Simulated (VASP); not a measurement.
A run of VASP 6.6.1:

File INCAR:

```
SYSTEM = KC
PREC = Accurate
ENCUT = 520
EDIFF = 1E-6
ISMEAR = 0
SIGMA = 0.2
LREAL = .False.
LASPH = .True.
NELM = 100
ALGO = Normal
ISIF = 2
LWAVE = .False.
LCHARG = .True.
GGA = PE
LELF = .True.
LVHAR = .True.
NBANDS = 21
```

The input KPOINTS:

```
Automatic mesh
0
Gamma
  4 4 6
  0 0 0
```

POSCAR

```
KC
1.0
    3.7868169782     -3.0196335110      0.0000000000
    3.7868169782      3.0196335110      0.0000000000
    0.0000000000      0.0000000000      3.7861096012
K C
2 2
Direct
    0.2915790679      0.2915790679      0.0000000000
    0.7084209321      0.7084209321      0.0000000000
    0.8951115167      0.1048884833      0.5000000000
    0.1048884833      0.8951115167      0.5000000000
```

Potentials or basis: VASP PAW PBE potentials, release 64 (K_sv, C).

Run with:

```console
$ cat potpaw_PBE.64/K_sv/POTCAR potpaw_PBE.64/C/POTCAR > POTCAR
$ mpirun -np 1 vasp_std > vasp.out
```

Hardware: 1 thread of Oxide Virtual Turin-like Processor (shared host).

Task: Estimate the wall time of this run.

Result: Run time: 51 s on 1 thread of Oxide Virtual Turin-like Processor (shared host), peak memory 0.16 GiB. Counts: scf iterations 14, k points 28.
